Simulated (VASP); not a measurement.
# K (I4/mmm) in VASP: further runs, part 2 of 2

VASP 6.6.1. The steps go on from the part before.

## (3) Single point, PBE (strain +0.000 along x and y, -0.025 along z)

INCAR reads:

```
PREC     = Accurate       # precision mode
ENCUT    = 520            # plane-wave cutoff, eV
EDIFF    = 1E-7           # SCF threshold, eV
ISMEAR   = 0              # smearing method
SIGMA    = 0.15           # smearing width, eV
LREAL    = False          # projectors in reciprocal space
LASPH    = True           # aspherical terms in the spheres
NELM     = 100            # most SCF steps
ALGO     = Fast           # electronic algorithm
ISIF     = 2              # what is computed and relaxed
LWAVE    = False          # write WAVECAR
LCHARG   = False          # write CHGCAR
GGA      = PE             # functional
NBANDS   = 10             # bands
```

KPOINTS reads:

```
regular mesh
0
Gamma
  14 14 14
```

POSCAR reads:

```
K
1.0
   -2.6180000000      2.6180000000      2.5525500000
    2.6180000000     -2.6180000000      2.5525500000
    2.6180000000      2.6180000000     -2.5525500000
K
1
Direct
    0.0000000000      0.0000000000      0.0000000000
```

Potentials or basis: VASP PAW PBE potentials, release 64 (K_sv).

Run with:

```sh
cat potpaw_PBE.64/K_sv/POTCAR > POTCAR
mpirun -np 1 vasp_std > vasp.out
```

OUTCAR:

```text
PREC = Accurate
   ENCUT = 520
   EDIFF = 1E-7
   ISMEAR = 0
   LREAL = False
   LASPH = True
   NELM = 100
   ISIF = 2
   GGA = PE

 ion  position               nearest neighbor table
   1  0.000  0.000  0.000-

  LATTYP: Found a body centered tetragonal cell.
 ALAT       =     5.2360000000
 C/A-ratio  =     0.9750000000

  Lattice vectors:

 A1 = (  -2.6180000000,   2.6180000000,   2.5525500000)
 A2 = (   2.6180000000,  -2.6180000000,   2.5525500000)
 A3 = (   2.6180000000,   2.6180000000,  -2.5525500000)

Analysis of symmetry for initial positions (statically):
=====================================================================
 Subroutine PRICEL returns:
 Original cell was already a primitive cell.

 Routine SETGRP: Setting up the symmetry group for a
 body centered tetragonal supercell.

 Subroutine GETGRP returns: Found 16 space group operations
 (whereof 16 operations were pure point group operations)
 out of a pool of 16 trial point group operations.

The static configuration has the point symmetry D_4h.

Analysis of symmetry for dynamics (positions and initial velocities):
[... 166 lines left out ...]
 k-point     1 :       0.0000    0.0000    0.0000
  band No.  band energies     occupation
      1     -32.1112      2.00000
      2     -15.5570      2.00000
      3     -15.5568      2.00000
      4     -15.5568      2.00000
      5      -2.2354      2.00000
      6       4.2495      0.00000
      7       4.3808      0.00000
      8       4.3808      0.00000
      9       5.1878      0.00000
     10       5.3617      0.00000
[... 287 lines left out ...]
 k-point    24 :       0.2857    0.1429    0.0000
  band No.  band energies     occupation
      1     -32.1066      2.00000
      2     -15.6217      2.00000
      3     -15.5817      2.00000
      4     -15.5626      2.00000
      5      -0.4969      2.00000
      6       2.0283      0.00000
      7       2.9523      0.00000
      8       4.8857      0.00000
      9       5.3330      0.00000
     10       5.7850      0.00000

 [... further k-points ...]

------------------------ aborting loop because EDIFF is reached ----------------------------------------

  FORCE on cell =-STRESS in cart. coord.  units (eV):
  Direction    XX          YY          ZZ          XY          YZ          ZX
  --------------------------------------------------------------------------------------
  -------------------------------------------------------------------------------------
  Total        0.0828485      0.0828485      0.0944871      0.0000000      0.0000000      0.0000000
  in kB        1.8968011      1.8968011      2.1632631      0.0000000      0.0000000      0.0000000
  external PRESSURE =       1.9856218 kB  Pullay stress =       0.0000000 kB

 VOLUME and BASIS-vectors are now :
 -----------------------------------------------------------------------------
  energy-cutoff  :      520.00
  volume of cell :       69.98
      direct lattice vectors                 reciprocal lattice vectors
    -2.618000000  2.618000000  2.552550000     0.000000000  0.190985485  0.195882549
     2.618000000 -2.618000000  2.552550000     0.190985485  0.000000000  0.195882549
     2.618000000  2.618000000 -2.552550000     0.190985485  0.190985485  0.000000000

 POSITION                                       TOTAL-FORCE (eV/Angst)
 -----------------------------------------------------------------------------------
      0.00000      0.00000      0.00000        -0.000000      0.000000     -0.000000
 -----------------------------------------------------------------------------------
    total drift:                               -0.000000     -0.000000      0.000000

  FREE ENERGIE OF THE ION-ELECTRON SYSTEM (eV)
  ---------------------------------------------------
  free  energy   TOTEN  =        -1.0491934739 eV

  energy  without entropy=       -1.0406290722  energy(sigma->0) =       -1.04491127
```

OSZICAR:

```text
N       E                     dE             d eps       ncg     rms          rms(c)
DAV:   1     0.457875867933E+02    0.45788E+02   -0.36303E+03  4880   0.696E+02
DAV:   2     0.532770270649E+00   -0.45255E+02   -0.44632E+02  5232   0.193E+02
DAV:   3    -0.100381384194E+01   -0.15366E+01   -0.15295E+01  7808   0.281E+01
DAV:   4    -0.104770186208E+01   -0.43888E-01   -0.43501E-01  6624   0.401E+00
DAV:   5    -0.104879612791E+01   -0.10943E-02   -0.10941E-02  7598   0.443E-01    0.212E+00
RMM:   6    -0.104875786819E+01    0.38260E-04   -0.11491E-03  5723   0.231E-01    0.132E+00
RMM:   7    -0.104909551338E+01   -0.33765E-03   -0.26854E-03  6654   0.349E-01    0.623E-02
RMM:   8    -0.104916763962E+01   -0.72126E-04   -0.35939E-04  7781   0.165E-01    0.205E-02
RMM:   9    -0.104919091642E+01   -0.23277E-04   -0.58157E-05  7921   0.602E-02    0.118E-02
RMM:  10    -0.104919193662E+01   -0.10202E-05   -0.27123E-05  8157   0.309E-02    0.493E-03
RMM:  11    -0.104919264317E+01   -0.70655E-06   -0.52467E-06  8797   0.134E-02    0.476E-03
RMM:  12    -0.104919342289E+01   -0.77972E-06   -0.15874E-06  8124   0.771E-03    0.722E-03
RMM:  13    -0.104919347393E+01   -0.51039E-07   -0.72648E-07  7553   0.485E-03
   1 F= -.10491935E+01 E0= -.10449113E+01  d E =-.856440E-02
```

stdout:

```text
POSCAR found type information on POSCAR K
 POSCAR found :  1 types and       1 ions
 scaLAPACK will be used
 LDA part: xc-table for (Slater+PW92), standard interpolation
 POSCAR, INCAR and KPOINTS ok, starting setup
 FFT: planning ... GRIDC
 FFT: planning ... GRID_SOFT
 FFT: planning ... GRID
 WAVECAR not read
 entering main loop
WARNING in EDDRMM: call to ZHEGV failed, returncode =   6  3      5
WARNING in EDDRMM: call to ZHEGV failed, returncode =   8  4      6
WARNING in EDDRMM: call to ZHEGV failed, returncode =   8  4      7
WARNING in EDDRMM: call to ZHEGV failed, returncode =   8  4      8
WARNING in EDDRMM: call to ZHEGV failed, returncode =   6  3      9
WARNING in EDDRMM: call to ZHEGV failed, returncode =   8  4      6
WARNING in EDDRMM: call to ZHEGV failed, returncode =   6  3      7
WARNING in EDDRMM: call to ZHEGV failed, returncode =   6  3      7
WARNING in EDDRMM: call to ZHEGV failed, returncode =   6  3      5
```

Run time: 2.1 min. Hardware: 1 thread of AMD EPYC 9R45 (Zen 5), shared host; peak memory 0.28 GiB.

Results:

```yaml
Free_energy: -1.0492 eV
Pressure: 0.2 GPa
Band_gap_on_the_k_mesh: zero (an odd number of electrons rules out a gap without spin polarisation)
```

Levels at points of the mesh, in eV from the Fermi level:
| k point | band 2 | band 3 | band 4 | band 5 | band 6 | band 7 | band 8 | band 9 |
| --- | --- | --- | --- | --- | --- | --- | --- | --- |
| (0.00, 0.00, 0.00) | -15.55 | -15.55 | -15.55 | -2.23 | 4.26 | 4.39 | 4.39 | 5.19 |
| (0.50, 0.00, 0.00) | -15.63 | -15.58 | -15.55 | 0.46 | 0.74 | 3.13 | 5.00 | 5.86 |
| (0.50, 0.50, 0.00) | -15.63 | -15.58 | -15.55 | 0.41 | 0.67 | 3.28 | 4.90 | 5.77 |
| (0.50, 0.50, 0.50) | -15.61 | -15.61 | -15.61 | 1.60 | 1.69 | 3.51 | 3.51 | 3.81 |

Caveat: the cell differs from its parent crystal (strain +0.000 along x and y, -0.025 along z).
